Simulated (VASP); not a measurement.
# Bi (P6_3/mmc) in VASP: notebook

Bi is run at these levels: PBE; tasks: single point, relaxation of cell and atoms.

Program: VASP 6.6.1. These are calculated values, not measurements. Logs are shortened: lines on timing, memory, paths and dates and some standing lists are left out, and cuts for length are marked.

## (1) The cell of the first run

It takes space group P6_3/mmc (No. 194, hexagonal). The conventional cell has a = 4.367 Å, b = 4.367 Å, c = 4.254 Å, α = 90.00°, β = 90.00°, γ = 120.00°. Within 4.4 Å of Bi (site symmetry -6m2) lie 14 Bi at 3.30 to 4.37 Å.

This isn't the form of Bi at room conditions, which is rhombohedral.

## (2) Single point, PBE

INCAR

```
ALGO = Normal
EDIFF = 1E-6
ENCUT = 520
GGA = PE
ISIF = 2
ISMEAR = 0
LASPH = T
LCHARG = F
LREAL = F
LWAVE = F
NBANDS = 22
NELM = 60
PREC = Accurate
SIGMA = 0.1
```

KPOINTS

```
k-points
0
Gamma
  12 12 8
```

POSCAR

```
Bi
1.0
    4.3673425917      0.0000000000      0.0000000000
   -2.1836712959      3.7822296315      0.0000000000
    0.0000000000      0.0000000000      4.2539081170
Bi
2
Direct
    0.3333333333      0.6666666667      0.2500000000
    0.6666666667      0.3333333333      0.7500000000
```

Potentials or basis: VASP PAW PBE potentials, release 64 (Bi_d).

Started as:

```bash
> cat potpaw_PBE.64/Bi_d/POTCAR > POTCAR
> mpirun -np 1 vasp_std > vasp.out
```

OUTCAR:

```text
EDIFF = 1E-6
   ENCUT = 520
   GGA = PE
   ISIF = 2
   ISMEAR = 0
   LASPH = T
   LREAL = F
   NELM = 60
   PREC = Accurate

 ion  position               nearest neighbor table
   1  0.333  0.667  0.250-   2 3.30   2 3.30   2 3.30   2 3.30   2 3.30   2 3.30
   2  0.667  0.333  0.750-   1 3.30   1 3.30   1 3.30   1 3.30   1 3.30   1 3.30

  LATTYP: Found a hexagonal cell.
 ALAT       =     4.3673425917
 C/A-ratio  =     0.9740266598

  Lattice vectors:

 A1 = (   4.3673425917,   0.0000000000,   0.0000000000)
 A2 = (  -2.1836712959,   3.7822296315,   0.0000000000)
 A3 = (   0.0000000000,   0.0000000000,   4.2539081170)

Analysis of symmetry for initial positions (statically):
=====================================================================
 Subroutine PRICEL returns:
 Original cell was already a primitive cell.

 Routine SETGRP: Setting up the symmetry group for a
 hexagonal supercell.

 Subroutine GETGRP returns: Found 24 space group operations
 (whereof 12 operations were pure point group operations)
 out of a pool of 24 trial point group operations.

The static configuration has the point symmetry D_3d.
 The point group associated with its full space group is D_6h.

Analysis of symmetry for dynamics (positions and initial velocities):
=====================================================================
 Subroutine PRICEL returns:
 Original cell was already a primitive cell.

 Routine SETGRP: Setting up the symmetry group for a
 hexagonal supercell.

 Subroutine GETGRP returns: Found 24 space group operations
 (whereof 12 operations were pure point group operations)
 out of a pool of 24 trial point group operations.

The dynamic configuration has the point symmetry D_3d.
 The point group associated with its full space group is D_6h.

 Subroutine INISYM returns: Found 24 space group operations
 (whereof 12 operations are pure point group operations),
 and found     1 'primitive' translations

----------------------------------------------------------------------------------------

                                     Primitive cell

  volume of cell :      70.2673

  direct lattice vectors                    reciprocal lattice vectors
     4.367342592  0.000000000  0.000000000     0.228972191  0.132197156  0.000000000
    -2.183671296  3.782229631  0.000000000     0.000000000  0.264394312  0.000000000
     0.000000000  0.000000000  4.253908117     0.000000000  0.000000000  0.235077950

  length of vectors
     4.367342592  4.367342592  4.253908117     0.264394312  0.264394312  0.235077950

  position of ions in fractional coordinates (direct lattice)
     0.333333333  0.666666667  0.250000000
     0.666666667  0.333333333  0.750000000

  ion indices of the primitive-cell ions
   primitive index   ion index
                 1           1
                 2           2

----------------------------------------------------------------------------------------

 KPOINTS: k-points

Automatic generation of k-mesh.
 Grid dimensions read from file:
 generate k-points for:   12   12    8

 Generating k-lattice:

  Cartesian coordinates                     Fractional coordinates (reciprocal lattice)
     0.019081016  0.011016430  0.000000000     0.083333333 -0.000000000  0.000000000
     0.000000000  0.022032859  0.000000000     0.000000000  0.083333333  0.000000000
     0.000000000  0.000000000  0.029384744     0.000000000  0.000000000  0.125000000

  Length of vectors
     0.022032859  0.022032859  0.029384744

  Shift w.r.t. Gamma in fractional coordinates (k-lattice)
     0.000000000  0.000000000  0.000000000

 Subroutine IBZKPT returns following result:
 ===========================================

 Found     95 irreducible k-points:

 Following reciprocal coordinates:
            Coordinates               Weight
  0.000000  0.000000  0.000000      1.000000
  0.083333  0.000000  0.000000      6.000000
  0.166667  0.000000  0.000000      6.000000
  0.250000  0.000000  0.000000      6.000000
  0.333333  0.000000  0.000000      6.000000
  0.416667  0.000000  0.000000      6.000000
[... 16 lines left out ...]
  0.250000  0.000000  0.125000     12.000000
  0.333333  0.000000  0.125000     12.000000
 [... further k-points ...]
   k-points           NKPTS =     95   k-points in BZ     NKDIM =     95   number of bands    NBANDS=     22
   number of dos      NEDOS =    301   number of ions     NIONS =      2
   total plane-waves  NPLWV =  32768
   dimension x,y,z NGX =    32 NGY =   32 NGZ =   32
   dimension x,y,z NGXF=    64 NGYF=   64 NGZF=   64
   ions per type =               2
   NGX,Y,Z   is equivalent  to a cutoff of  12.18, 12.18, 12.51 a.u.
   NGXF,Y,Z  is equivalent  to a cutoff of  24.36, 24.36, 25.01 a.u.
 SYSTEM =  unknown system
   PREC   = accura    normal or accurate (medium, high low for compatibility)
   ISTART =      0    job   : 0-new  1-cont  2-samecut
   ICHARG =      2    charge: 1-file 2-atom 10-const
   ISPIN  =      1    spin polarized calculation?
   LNONCOLLINEAR =      F non collinear calculations
   LSORBIT =      F    spin-orbit coupling
   LASPH  =      T    aspherical Exc in radial PAW
   ENCUT  =  520.0 eV  38.22 Ry    6.18 a.u.   8.12  8.12  7.91*2*pi/ulx,y,z
   NELM   =     60;   NELMIN=  2; NELMDL= -5     # of ELM steps
   EDIFF  = 0.1E-05   stopping-criterion for ELM
   LREAL  =      F    real-space projection
   EDIFFG = 0.1E-04   stopping-criterion for IOM
   NSW    =      0    number of steps for IOM
   IBRION =     -1    ionic relax: 0-MD 1-quasi-New 2-CG
   NFREE  =      0    steps in history (QN), initial steepest desc. (CG)
   ISIF   =      2    stress and relaxation
   ISYM   =      2    0-nonsym 1-usesym 2-fastsym
   POTIM  = 0.5000    time-step for ionic-motion
   TEBEG  =    0.0;   TEEND  =   0.0 temperature during run
   PSTRESS=    0.0 pullay stress
   NELECT =      30.0000    total number of electrons
   NUPDOWN=      -1.0000    fix difference up-down
   EMIN   =  10.00;   EMAX   =-10.00  energy-range for DOS
   EFERMI =   0.00;   METHOD = LEGACY
   ISMEAR =     0;   SIGMA  =   0.10  broadening in eV -4-tet -1-fermi 0-gaus
   EFERMI_NEDOS =   21; number of points for ismear=-14 and -15
   IALGO  =     38    algorithm
   IMIX   =      4    mixing-type and parameters
     AMIX     =   0.40;   BMIX     =  1.00
     AMIX_MAG =   1.60;   BMIX_MAG =  1.00
  volume/ion in A,a.u.               =      35.13       237.09
  Fermi-wavevector in a.u.,A,eV,Ry     =   1.232719  2.329502 20.675368  1.519597
  Thomas-Fermi vector in A             =   2.367478
   LORBIT       =      0    0 simple, 1 ext, 2 COOP (PROOUT), +10 PAW based schemes
   GGA     = PE    functional components
   LHFCALC =     F    Hartree Fock is set to
   AEXX    =    0.0000 exact exchange contribution
   IVDW    =     0    specifies the selected vdW correction
   LEPSILON=     F    determine dielectric tensor
   LRPA    =     F    only Hartree local field effects (RPA)
 non-spin polarized calculation
 Gauss-broadening in eV      SIGMA  =   0.10
  energy-cutoff  :      520.00
  volume of cell :       70.27
 maximum number of plane-waves:      1912
   NGX = 17   NGY = 17   NGZ = 15

 number of electron      30.0000002 magnetization

 Free energy of the ion-electron system (eV)
  ---------------------------------------------------
  ext. energy  EPLUGINS =         0.00000000
  ---------------------------------------------------
  free energy    TOTEN  =        -7.55571805 eV

  energy without entropy =       -7.54915507  energy(sigma->0) =       -7.55243656

 E-fermi :   6.4040     XC(G=0):  -9.5836

 val. band max:        6.3817635487   @ k =   0.3333   0.2500   0.0000
 cond. band min:       6.4109458374   @ k =   0.4167   0.0000   0.5000
 fundamental gap:      0.0291822886
 Fermi energy:         6.4040197964

 k-point     1 :       0.0000    0.0000    0.0000
  band No.  band energies     occupation
      1     -16.4813      2.00000
      2     -16.4813      2.00000
      3     -16.4593      2.00000
      4     -16.3737      2.00000
      5     -16.3737      2.00000
      6     -16.3647      2.00000
[... 14 lines left out ...]
     21      15.2301      0.00000
     22      15.2301      0.00000

 k-point     2 :       0.0833    0.0000    0.0000
  band No.  band energies     occupation
      1     -16.4835      2.00000
      2     -16.4792      2.00000
      3     -16.4587      2.00000
      4     -16.3811      2.00000
      5     -16.3805      2.00000
      6     -16.3587      2.00000
[... 14 lines left out ...]
     21      14.5981      0.00000
     22      15.1088      0.00000

 k-point     3 :       0.1667    0.0000    0.0000
  band No.  band energies     occupation
      1     -16.4892      2.00000
      2     -16.4729      2.00000
      3     -16.4580      2.00000
      4     -16.3894      2.00000
      5     -16.3886      2.00000
      6     -16.3520      2.00000
[... 14 lines left out ...]
     21      14.0551      0.00000
     22      14.9127      0.00000

 k-point     4 :       0.2500    0.0000    0.0000
  band No.  band energies     occupation
      1     -16.4967      2.00000
      2     -16.4636      2.00000
      3     -16.4589      2.00000
      4     -16.3953      2.00000
      5     -16.3924      2.00000
      6     -16.3479      2.00000
[... 14 lines left out ...]
     21      14.9075      0.00000
     22      15.2008      0.00000

 k-point     5 :       0.3333    0.0000    0.0000
  band No.  band energies     occupation
      1     -16.5038      2.00000
      2     -16.4618      2.00000
      3     -16.4528      2.00000
      4     -16.3992      2.00000
      5     -16.3912      2.00000
      6     -16.3465      2.00000
[... 417 lines left out ...]
 k-point    22 :       0.1667    0.0000    0.1250
  band No.  band energies     occupation
      1     -16.4936      2.00000
      2     -16.4808      2.00000
      3     -16.4492      2.00000
      4     -16.3922      2.00000
      5     -16.3816      2.00000
      6     -16.3587      2.00000
[... 14 lines left out ...]
     21      14.2198      0.00000
     22      14.5361      0.00000

 k-point    23 :       0.2500    0.0000    0.1250
  band No.  band energies     occupation
      1     -16.4976      2.00000
      2     -16.4730      2.00000
      3     -16.4457      2.00000
      4     -16.3959      2.00000
      5     -16.3820      2.00000
      6     -16.3578      2.00000
[... 14 lines left out ...]
     21      14.3636      0.00000
     22      14.7477      0.00000

 k-point    24 :       0.3333    0.0000    0.1250
  band No.  band energies     occupation
      1     -16.5013      2.00000
      2     -16.4658      2.00000
      3     -16.4404      2.00000
      4     -16.3996      2.00000
      5     -16.3863      2.00000
      6     -16.3500      2.00000
[... 14 lines left out ...]
     21      14.2163      0.00000
     22      14.8906      0.00000

 [... further k-points ...]

------------------------ aborting loop because EDIFF is reached ----------------------------------------

  FORCE on cell =-STRESS in cart. coord.  units (eV):
  Direction    XX          YY          ZZ          XY          YZ          ZX
  --------------------------------------------------------------------------------------
  -------------------------------------------------------------------------------------
  Total       -0.0030387     -0.0030387     -0.0611270      0.0000000      0.0000000      0.0000000
  in kB       -0.0692850     -0.0692850     -1.3937679      0.0000000      0.0000000      0.0000000
  external PRESSURE =      -0.5107793 kB  Pullay stress =       0.0000000 kB

 VOLUME and BASIS-vectors are now :
 -----------------------------------------------------------------------------
  energy-cutoff  :      520.00
  volume of cell :       70.27
      direct lattice vectors                 reciprocal lattice vectors
     4.367342592  0.000000000  0.000000000     0.228972191  0.132197156  0.000000000
    -2.183671296  3.782229631  0.000000000     0.000000000  0.264394312  0.000000000
     0.000000000  0.000000000  4.253908117     0.000000000  0.000000000  0.235077950

 POSITION                                       TOTAL-FORCE (eV/Angst)
 -----------------------------------------------------------------------------------
     -0.00000      2.52149      1.06348        -0.000000      0.000000      0.000000
      2.18367      1.26074      3.19043         0.000000      0.000000      0.000000
 -----------------------------------------------------------------------------------
    total drift:                                0.000000     -0.000000      0.000000

  FREE ENERGIE OF THE ION-ELECTRON SYSTEM (eV)
  ---------------------------------------------------
  free  energy   TOTEN  =        -7.5557180548 eV

  energy  without entropy=       -7.5491550709  energy(sigma->0) =       -7.55243656
```

Wall time 29 s (1 thread of Intel Xeon 6975P-C (Granite Rapids), shared host); peak memory 0.24 GiB.

Results:

| Item | Value |
| --- | --- |
| Free energy | -7.5557 eV |
| Pressure | -0.1 GPa |
| Band gap on the k mesh | zero (bands 15 and 16 overlap by 2.65 eV) |

Stress tensor (GPa, compression positive):
```
-0.01  0.00  0.00
 0.00 -0.01  0.00
 0.00  0.00 -0.14
```

Levels at points of the mesh, in eV from the Fermi level:
```csv
k point,band 11,band 12,band 13,band 14,band 15,band 16,band 17,band 18,band 19,band 20
"(0.00, 0.00, 0.00)",-13.03,-7.92,-2.33,-0.90,-0.90,2.17,2.17,3.74,4.90,5.37
"(0.50, 0.00, 0.00)",-11.52,-10.07,-2.42,-2.41,-0.46,1.19,1.51,3.88,4.35,8.32
"(0.00, 0.00, 0.50)",-11.12,-11.12,0.10,0.10,0.88,0.88,0.88,0.88,6.94,6.94
"(0.50, 0.00, 0.50)",-10.32,-10.32,-4.23,-4.23,-0.04,-0.04,2.08,2.08,9.22,9.22
```

Caveat: spin-orbit coupling is left out, which moves the levels of the heavy elements.

## (3) Relaxation of cell and atoms, PBE

INCAR

```
SYSTEM = Bi
PREC = Accurate
ENCUT = 600
EDIFF = 1E-7
ISMEAR = 0
SIGMA = 0.1
LREAL = .FALSE.
LASPH = .TRUE.
NELM = 60
ALGO = Normal
ISIF = 3
LWAVE = .FALSE.
LCHARG = .FALSE.
GGA = PE
IBRION = 2
NSW = 90
EDIFFG = -0.02
```

KPOINTS

```
Automatic mesh
0
G
  12 12 8
  0 0 0
```

POSCAR is that of step 2.

Potentials or basis: VASP PAW PBE potentials, release 64 (Bi_d).

Started as:

```bash
> cat potpaw_PBE.64/Bi_d/POTCAR > POTCAR
> mpirun -np 1 vasp_std > vasp.out
```

Run time: 59 s. Hardware: 1 thread of Intel Xeon 6975P-C (Granite Rapids), shared host; peak memory 0.29 GiB.

The run converged. Its results:

- Free energy: -7.5558 eV
- Relaxed volume: 35.13 Å³/atom
- Relaxed cell: a = 4.369 Å, b = 4.369 Å, c = 4.250 Å, α = 90.00°, β = 90.00°, γ = 120.00°
- Space group after relaxing (to 0.1 Å): P6_3/mmc (No. 194)
- Energy gained by relaxing: 0.0 meV/atom
- Ionic steps: 2
- Pressure after relaxing: 0.0 GPa
- Band gap on the k mesh: zero (bands 15 and 16 overlap by 2.64 eV)

Stress tensor (GPa, compression positive):
```
 0.04  0.00  0.00
 0.00  0.04  0.00
 0.00  0.00 -0.04
```

Final structure:
```
Bi
1.0
     4.36904    0.00000    0.00000
    -2.18452    3.78370    0.00000
     0.00000    0.00000    4.24977
Bi
2
Cartesian
  0.0000 2.5225 1.0624
  2.1845 1.2612 3.1873
```

Levels at points of the mesh, in eV from the Fermi level:
```csv
k point,band 13,band 14,band 15,band 16,band 17,band 18
"(0.00, 0.00, 0.00)",-2.32,-0.91,-0.91,2.16,2.16,3.74
"(0.50, 0.00, 0.00)",-2.42,-2.41,-0.46,1.20,1.52,3.89
"(0.00, 0.00, 0.50)",0.10,0.10,0.87,0.87,0.87,0.87
"(0.50, 0.00, 0.50)",-4.24,-4.24,-0.05,-0.05,2.08,2.08
```

Caveat: spin-orbit coupling is left out, which moves the levels of the heavy elements.
